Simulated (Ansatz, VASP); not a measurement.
## SiC: VASP beside Ansatz

```
Si C
1.0
     0.00000    2.37895    1.85558
     2.37895    0.00000    1.85558
     2.37895    2.37895    0.00000
Si C
1 1
Direct
  0.00000 0.00000 0.00000
  0.75000 0.75000 0.75000
```

Alike in both runs: task single point; functional PBE; k mesh 12 × 12 × 12; occupations gaussian, width 0.05 eV; no spin polarisation.

|  | VASP | Ansatz |
| --- | --- | --- |
| version | VASP 6.6.1 | Ansatz 0.2.0 |
| potentials or method | VASP PAW PBE potentials, release 64 (Si, C), cutoff 520 eV | scalar-relativistic, plane waves, PAW |
| valence electrons in the cell | 8 | 8 |

Ansatz gave:

| Quantity | Value |
| --- | --- |
| gap on the k mesh at the Fermi level (eV) | none |
| pressure (GPa) | -4.8 |
| traceless stress, the component that is largest in VASP (GPa) | 26.55 |

Q: Estimate VASP's values.

A: gap on the k mesh at the Fermi level (eV): none; pressure (GPa): -4.8; traceless stress, the component that is largest in VASP (GPa): 26.63.

A gap of «none» marks a metal or a gap that the smearing closes.
